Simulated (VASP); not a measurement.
# GaSn3 (P6_3/mmc) in VASP: a series of runs

The runs below take GaSn3 through single point, relaxation of cell and atoms, with LDA.

All numbers are computed with VASP 6.6.1; they aren't measurements. Logs are shortened: lines on timing, memory, paths and dates and some standing lists are left out, and cuts for length are marked.

## 1. The cell of the first run

It takes space group P6_3/mmc (No. 194, hexagonal). The conventional cell has a = 6.398 Å, b = 6.398 Å, c = 5.365 Å, α = 90.00°, β = 90.00°, γ = 120.00°. Within 4.2 Å of Ga (site symmetry -6m2) lie 12 Sn at 3.20 to 3.25 Å. Within 4.2 Å of Sn (site symmetry mm2) lie 8 Sn at 3.17 to 3.27 Å and 4 Ga at 3.20 to 3.25 Å.

## 2. Single point, LDA

File INCAR:

```
PREC = Accurate
ENCUT = 520
EDIFF = 1E-7
ISMEAR = -1
SIGMA = 0.05
LREAL = F
LASPH = T
NELM = 100
ALGO = Normal
ISIF = 2
LWAVE = F
LCHARG = F
NBANDS = 65
```

File KPOINTS:

```
Automatic mesh
0
Gamma
  4 4 4
```

File POSCAR:

```
GaSn3
1.0
    6.3982702546      0.0000000000      0.0000000000
   -3.1991351273      5.5410645808      0.0000000000
    0.0000000000      0.0000000000      5.3652508854
Ga Sn
2 6
Direct
    0.6666666667      0.3333333333      0.2500000000
    0.3333333333      0.6666666667      0.7500000000
    0.3365512477      0.1682756239      0.7500000000
    0.8317243761      0.1682756239      0.7500000000
    0.8317243761      0.6634487523      0.7500000000
    0.6634487523      0.8317243761      0.2500000000
    0.1682756239      0.8317243761      0.2500000000
    0.1682756239      0.3365512477      0.2500000000
```

Potentials or basis: VASP PAW LDA potentials, release 64 (Ga_d, Sn_d).

On the command line:

```sh
cat potpaw_LDA.64/Ga_d/POTCAR potpaw_LDA.64/Sn_d/POTCAR > POTCAR
mpirun -np 1 vasp_std > vasp.out
```

OUTCAR:

```text
PREC = Accurate
   ENCUT = 520
   EDIFF = 1E-7
   ISMEAR = -1
   LREAL = F
   LASPH = T
   NELM = 100
   ISIF = 2

 ion  position               nearest neighbor table
   1  0.667  0.333  0.250-   8 3.20   8 3.20   7 3.20   6 3.20   6 3.20   7 3.20   4 3.25   4 3.25
                             3 3.25   3 3.25   5 3.25   5 3.25
   2  0.333  0.667  0.750-   5 3.20   5 3.20   4 3.20   3 3.20   3 3.20   4 3.20   7 3.25   7 3.25
                             6 3.25   6 3.25   8 3.25   8 3.25
   3  0.337  0.168  0.750-   4 3.17   5 3.17   2 3.20   2 3.20   4 3.23   5 3.23   1 3.25   1 3.25
                             8 3.27   8 3.27   7 3.27   7 3.27
   4  0.832  0.168  0.750-   3 3.17   5 3.17   2 3.20   2 3.20   3 3.23   5 3.23   1 3.25   1 3.25
                             8 3.27   8 3.27   6 3.27   6 3.27
   5  0.832  0.663  0.750-   3 3.17   4 3.17   2 3.20   2 3.20   4 3.23   3 3.23   1 3.25   1 3.25
                             6 3.27   6 3.27   7 3.27   7 3.27
   6  0.663  0.832  0.250-   7 3.17   8 3.17   1 3.20   1 3.20   7 3.23   8 3.23   2 3.25   2 3.25
                             5 3.27   5 3.27   4 3.27   4 3.27
   7  0.168  0.832  0.250-   6 3.17   8 3.17   1 3.20   1 3.20   6 3.23   8 3.23   2 3.25   2 3.25
                             5 3.27   5 3.27   3 3.27   3 3.27
   8  0.168  0.337  0.250-   6 3.17   7 3.17   1 3.20   1 3.20   7 3.23   6 3.23   2 3.25   2 3.25
                             3 3.27   3 3.27   4 3.27   4 3.27

  LATTYP: Found a hexagonal cell.
 ALAT       =     6.3982702546
 C/A-ratio  =     0.8385470872

  Lattice vectors:

 A1 = (   6.3982702546,   0.0000000000,   0.0000000000)
 A2 = (  -3.1991351273,   5.5410645808,   0.0000000000)
 A3 = (   0.0000000000,   0.0000000000,   5.3652508854)

Analysis of symmetry for initial positions (statically):
=====================================================================
 Subroutine PRICEL returns:
 Original cell was already a primitive cell.

 Routine SETGRP: Setting up the symmetry group for a
 hexagonal supercell.

 Subroutine GETGRP returns: Found 24 space group operations
 (whereof 12 operations were pure point group operations)
 out of a pool of 24 trial point group operations.

The static configuration has the point symmetry D_3d.
 The point group associated with its full space group is D_6h.

Analysis of symmetry for dynamics (positions and initial velocities):
=====================================================================
 Subroutine PRICEL returns:
 Original cell was already a primitive cell.

 Routine SETGRP: Setting up the symmetry group for a
 hexagonal supercell.

 Subroutine GETGRP returns: Found 24 space group operations
 (whereof 12 operations were pure point group operations)
 out of a pool of 24 trial point group operations.

The dynamic configuration has the point symmetry D_3d.
 The point group associated with its full space group is D_6h.

 Subroutine INISYM returns: Found 24 space group operations
 (whereof 12 operations are pure point group operations),
 and found     1 'primitive' translations

----------------------------------------------------------------------------------------

                                     Primitive cell

  volume of cell :     190.2155

  direct lattice vectors                    reciprocal lattice vectors
     6.398270255  0.000000000  0.000000000     0.156292242  0.090235368  0.000000000
    -3.199135127  5.541064581  0.000000000     0.000000000  0.180470735  0.000000000
     0.000000000  0.000000000  5.365250885     0.000000000  0.000000000  0.186384574

  length of vectors
     6.398270255  6.398270255  5.365250885     0.180470735  0.180470735  0.186384574

  position of ions in fractional coordinates (direct lattice)
     0.666666667  0.333333333  0.250000000
     0.333333333  0.666666667  0.750000000
     0.336551248  0.168275624  0.750000000
     0.831724376  0.168275624  0.750000000
     0.831724376  0.663448752  0.750000000
     0.663448752  0.831724376  0.250000000
     0.168275624  0.831724376  0.250000000
     0.168275624  0.336551248  0.250000000

  ion indices of the primitive-cell ions
   primitive index   ion index
                 1           1
                 2           2
                 3           3
                 4           4
                 5           5
                 6           6
                 7           7
                 8           8

----------------------------------------------------------------------------------------

 KPOINTS: Automatic mesh

Automatic generation of k-mesh.
 Grid dimensions read from file:
 generate k-points for:    4    4    4

 Generating k-lattice:

  Cartesian coordinates                     Fractional coordinates (reciprocal lattice)
     0.039073060  0.022558842  0.000000000     0.250000000  0.000000000  0.000000000
     0.000000000  0.045117684  0.000000000     0.000000000  0.250000000  0.000000000
     0.000000000  0.000000000  0.046596143     0.000000000  0.000000000  0.250000000

  Length of vectors
     0.045117684  0.045117684  0.046596143

  Shift w.r.t. Gamma in fractional coordinates (k-lattice)
     0.000000000  0.000000000  0.000000000

 Subroutine IBZKPT returns following result:
 ===========================================

 Found     12 irreducible k-points:

 Following reciprocal coordinates:
            Coordinates               Weight
  0.000000  0.000000  0.000000      1.000000
  0.250000  0.000000  0.000000      6.000000
  0.500000  0.000000  0.000000      3.000000
  0.250000  0.250000  0.000000      6.000000
  0.000000  0.000000  0.250000      2.000000
  0.250000  0.000000  0.250000     12.000000
  0.500000  0.000000  0.250000      6.000000
  0.250000  0.250000  0.250000     12.000000
  0.000000  0.000000  0.500000      1.000000
  0.250000  0.000000  0.500000      6.000000
  0.500000  0.000000  0.500000      3.000000
  0.250000  0.250000  0.500000      6.000000
   k-points           NKPTS =     12   k-points in BZ     NKDIM =     12   number of bands    NBANDS=     65
   number of dos      NEDOS =    301   number of ions     NIONS =      8
   total plane-waves  NPLWV =  92160
   dimension x,y,z NGX =    48 NGY =   48 NGZ =   40
   dimension x,y,z NGXF=    96 NGYF=   96 NGZF=   80
   ions per type =               2   6
   NGX,Y,Z   is equivalent  to a cutoff of  12.47, 12.47, 12.39 a.u.
   NGXF,Y,Z  is equivalent  to a cutoff of  24.94, 24.94, 24.79 a.u.
 SYSTEM =  unknown system
   PREC   = accura    normal or accurate (medium, high low for compatibility)
   ISTART =      0    job   : 0-new  1-cont  2-samecut
   ICHARG =      2    charge: 1-file 2-atom 10-const
   ISPIN  =      1    spin polarized calculation?
   LNONCOLLINEAR =      F non collinear calculations
   LSORBIT =      F    spin-orbit coupling
   LASPH  =      T    aspherical Exc in radial PAW
   ENCUT  =  520.0 eV  38.22 Ry    6.18 a.u.  11.90 11.90  9.98*2*pi/ulx,y,z
   NELM   =    100;   NELMIN=  2; NELMDL= -5     # of ELM steps
   EDIFF  = 0.1E-06   stopping-criterion for ELM
   LREAL  =      F    real-space projection
   EDIFFG = 0.1E-05   stopping-criterion for IOM
   NSW    =      0    number of steps for IOM
   IBRION =     -1    ionic relax: 0-MD 1-quasi-New 2-CG
   NFREE  =      0    steps in history (QN), initial steepest desc. (CG)
   ISIF   =      2    stress and relaxation
   ISYM   =      2    0-nonsym 1-usesym 2-fastsym
   POTIM  = 0.5000    time-step for ionic-motion
   TEBEG  =    0.0;   TEEND  =   0.0 temperature during run
   PSTRESS=    0.0 pullay stress
   NELECT =     110.0000    total number of electrons
   NUPDOWN=      -1.0000    fix difference up-down
   EMIN   =  10.00;   EMAX   =-10.00  energy-range for DOS
   EFERMI =   0.00;   METHOD = LEGACY
   ISMEAR =    -1;   SIGMA  =   0.05  broadening in eV -4-tet -1-fermi 0-gaus
   EFERMI_NEDOS =   21; number of points for ismear=-14 and -15
   IALGO  =     38    algorithm
   IMIX   =      4    mixing-type and parameters
     AMIX     =   0.40;   BMIX     =  1.00
     AMIX_MAG =   1.60;   BMIX_MAG =  1.00
  volume/ion in A,a.u.               =      23.78       160.45
  Fermi-wavevector in a.u.,A,eV,Ry     =   1.363925  2.577444 25.310797  1.860291
  Thomas-Fermi vector in A             =   2.490285
   LORBIT       =      0    0 simple, 1 ext, 2 COOP (PROOUT), +10 PAW based schemes
   GGA     = CA    functional components
   LHFCALC =     F    Hartree Fock is set to
   AEXX    =    0.0000 exact exchange contribution
   IVDW    =     0    specifies the selected vdW correction
   LEPSILON=     F    determine dielectric tensor
   LRPA    =     F    only Hartree local field effects (RPA)
 non-spin polarized calculation
  energy-cutoff  :      520.00
  volume of cell :      190.22
 maximum number of plane-waves:      5156
 NGX is ok and might be reduce to    48
   NGX = 23   NGY = 23   NGZ = 19

 number of electron     110.0000010 magnetization

 Free energy of the ion-electron system (eV)
  ---------------------------------------------------
  ext. energy  EPLUGINS =         0.00000000
  ---------------------------------------------------
  free energy    TOTEN  =       -33.76287415 eV

  energy without entropy =      -33.71839295  energy(sigma->0) =      -33.74063355

 E-fermi :   7.9899     XC(G=0): -11.0001

 val. band max:        7.9783411784   @ k =   0.0000   0.0000   0.0000
 cond. band min:       8.0473016453   @ k =   0.2500   0.2500   0.5000
 fundamental gap:      0.0689604669
 Fermi energy:         7.9898864841

 k-point     1 :       0.0000    0.0000    0.0000
  band No.  band energies     occupation
      1     -13.5638      2.00000
      2     -13.5338      2.00000
      3     -13.5338      2.00000
      4     -13.5097      2.00000
      5     -13.4957      2.00000
      6     -13.4716      2.00000
[... 57 lines left out ...]
     64      11.0342      0.00000
     65      14.6029      0.00000

 k-point     2 :       0.2500    0.0000    0.0000
  band No.  band energies     occupation
      1     -13.5418      2.00000
      2     -13.5183      2.00000
      3     -13.4977      2.00000
      4     -13.4937      2.00000
      5     -13.4823      2.00000
      6     -13.4635      2.00000
[... 57 lines left out ...]
     64      11.5632      0.00000
     65      12.2995      0.00000

 k-point     3 :       0.5000    0.0000    0.0000
  band No.  band energies     occupation
      1     -13.5306      2.00000
      2     -13.4846      2.00000
      3     -13.4713      2.00000
      4     -13.4708      2.00000
      5     -13.4510      2.00000
      6     -13.4469      2.00000
[... 601 lines left out ...]
     64      10.8109      0.00000
     65      12.7475      0.00000

 k-point    12 :       0.2500    0.2500    0.5000
  band No.  band energies     occupation
      1     -13.5013      2.00000
      2     -13.5013      2.00000
      3     -13.4809      2.00000
      4     -13.4809      2.00000
      5     -13.4559      2.00000
      6     -13.4559      2.00000
[... 57 lines left out ...]
     64      11.4533      0.00000
     65      11.8035      0.00000

------------------------ aborting loop because EDIFF is reached ----------------------------------------

  FORCE on cell =-STRESS in cart. coord.  units (eV):
  Direction    XX          YY          ZZ          XY          YZ          ZX
  --------------------------------------------------------------------------------------
  -------------------------------------------------------------------------------------
  Total       -0.0081232     -0.0081232      0.0695365     -0.0000000      0.0000000     -0.0000000
  in kB       -0.0684215     -0.0684215      0.5857030     -0.0000000      0.0000000     -0.0000000
  external PRESSURE =       0.1496200 kB  Pullay stress =       0.0000000 kB

 VOLUME and BASIS-vectors are now :
 -----------------------------------------------------------------------------
  energy-cutoff  :      520.00
  volume of cell :      190.22
      direct lattice vectors                 reciprocal lattice vectors
     6.398270255  0.000000000  0.000000000     0.156292242  0.090235368  0.000000000
    -3.199135127  5.541064581  0.000000000     0.000000000  0.180470735  0.000000000
     0.000000000  0.000000000  5.365250885     0.000000000  0.000000000  0.186384574

 POSITION                                       TOTAL-FORCE (eV/Angst)
 -----------------------------------------------------------------------------------
      3.19914      1.84702      1.34131        -0.000000      0.000000      0.000000
     -0.00000      3.69404      4.02394        -0.000000      0.000000      0.000000
      1.61501      0.93243      4.02394         0.002451      0.001415     -0.000000
      4.78326      0.93243      4.02394        -0.002451      0.001415     -0.000000
      3.19914      3.67621      4.02394        -0.000000     -0.002830      0.000000
      1.58413      4.60864      1.34131        -0.002451     -0.001415      0.000000
     -1.58413      4.60864      1.34131         0.002451     -0.001415      0.000000
      0.00000      1.86485      1.34131         0.000000      0.002830     -0.000000
 -----------------------------------------------------------------------------------
    total drift:                               -0.000001      0.000000     -0.000000

  FREE ENERGIE OF THE ION-ELECTRON SYSTEM (eV)
  ---------------------------------------------------
  free  energy   TOTEN  =       -33.7628741460 eV

  energy  without entropy=      -33.7183929507  energy(sigma->0) =      -33.74063355
```

Run time: 2.6 min. Hardware: 1 thread of AMD EPYC 9R45 (Zen 5), shared host; peak memory 0.26 GiB.

What came out:

| Property | Result |
| --- | --- |
| Free energy | -33.7629 eV |
| Pressure | 0.0 GPa |
| Band gap on the k mesh | zero (band 55 reaches 9.48 eV, above the bottom of band 56 at 7.29 eV) |

Forces on the atoms (eV/Å):
```
Ga   0.000  0.000  0.000
Ga   0.000  0.000  0.000
Sn   0.002  0.001  0.000
Sn  -0.002  0.001  0.000
Sn   0.000 -0.003  0.000
Sn  -0.002 -0.001  0.000
Sn   0.002 -0.001  0.000
Sn   0.000  0.003  0.000
```

Caveat: spin-orbit coupling is left out, which moves the levels of the heavy elements.

## 3. Relaxation of cell and atoms, LDA

This run uses another cell than the first one, of 25.18 Å³/atom, 1.059 times its volume.

File INCAR:

```
PREC = Accurate
ENCUT = 600
EDIFF = 1E-6
ISMEAR = -1
SIGMA = 0.05
LREAL = F
LASPH = T
NELM = 100
ALGO = Normal
ISIF = 3
LWAVE = F
LCHARG = F
IBRION = 2
NSW = 80
EDIFFG = -0.01
```

KPOINTS is that of step 2.

File POSCAR:

```
GaSn3
1.0
    6.4734601600      0.0000000000      0.0000000000
   -3.2367300800      5.6061809500      0.0000000000
    0.0000000000      0.0000000000      5.5499672400
Ga Sn
2 6
Direct
    0.6666666667      0.3333333333      0.2500000000
    0.3333333333      0.6666666667      0.7500000000
    0.3366433400      0.1683216700      0.7500000000
    0.8316783300      0.1683216700      0.7500000000
    0.8316783300      0.6633566600      0.7500000000
    0.6633566600      0.8316783300      0.2500000000
    0.1683216700      0.8316783300      0.2500000000
    0.1683216700      0.3366433400      0.2500000000
```

Potentials or basis: VASP PAW LDA potentials, release 64 (Ga_d, Sn_d).

On the command line:

```sh
cat potpaw_LDA.64/Ga_d/POTCAR potpaw_LDA.64/Sn_d/POTCAR > POTCAR
mpirun -np 1 vasp_std > vasp.out
```

Wall time 13 min (1 thread of AMD EPYC 9R45 (Zen 5), shared host); peak memory 0.35 GiB.

It converged, with:

```
Free energy                            : -33.7644 eV
Relaxed volume                         : 23.79 Å³/atom
Relaxed cell                           : a = 6.393 Å, b = 6.393 Å, c = 5.379 Å, α = 90.00°, β = 90.00°, γ = 120.00°
Space group after relaxing (to 0.05 Å) : P6_3/mmc (No. 194)
Energy gained by relaxing              : 14.9 meV/atom
Ionic steps                            : 5
Pressure after relaxing                : 0.0 GPa
Largest force after relaxing           : 0.003 eV/Å
Band gap on the k mesh                 : zero (band 55 reaches 9.42 eV, above the bottom of band 56 at 7.29 eV)
```

Forces on the atoms (eV/Å):
```
Ga   0.000  0.000  0.000
Ga   0.000  0.000  0.000
Sn   0.003  0.002  0.000
Sn  -0.003  0.002  0.000
Sn   0.000 -0.003  0.000
Sn  -0.003 -0.002  0.000
Sn   0.003 -0.002  0.000
Sn   0.000  0.003  0.000
```

Step by step:
| step | energy change (eV) | largest force (eV/Å) | pressure (GPa) | volume (Å³) |
| --- | --- | --- | --- | --- |
| 1 | 0.0000 | 0.0390 | -2.97 | 201.42 |
| 2 | -0.1142 | 0.0106 | 0.62 | 188.11 |
| 3 | -0.1176 | 0.0018 | 0.04 | 189.94 |
| 4 | -0.1183 | 0.0016 | 0.04 | 190.05 |
| 5 | -0.1191 | 0.0032 | 0.01 | 190.35 |

Final structure:
```
Ga Sn
1.0
     6.39256    0.00000    0.00000
    -3.19628    5.53612    0.00000
     0.00000    0.00000    5.37855
Ga Sn
2 6
Cartesian
  3.1963 1.8454 1.3446
  0.0000 3.6907 4.0339
  1.6129 0.9312 4.0339
  4.7797 0.9312 4.0339
  3.1963 3.6737 4.0339
  1.5834 4.6049 1.3446
  -1.5834 4.6049 1.3446
  0.0000 1.8624 1.3446
```

Levels at points of the mesh, in eV from the Fermi level:
| k point | band 53 | band 54 | band 55 | band 56 | band 57 | band 58 |
| --- | --- | --- | --- | --- | --- | --- |
| (0.00, 0.00, 0.00) | -1.52 | -1.20 | -1.20 | -0.66 | -0.66 | 0.00 |
| (0.50, 0.00, 0.00) | -1.54 | -1.45 | -1.12 | -0.69 | 0.32 | 0.61 |
| (0.00, 0.00, 0.50) | -3.97 | -3.97 | 1.18 | 1.18 | 4.34 | 4.34 |
| (0.50, 0.00, 0.50) | -0.08 | -0.08 | 0.14 | 0.14 | 1.38 | 1.38 |

Caveat: spin-orbit coupling is left out, which moves the levels of the heavy elements.
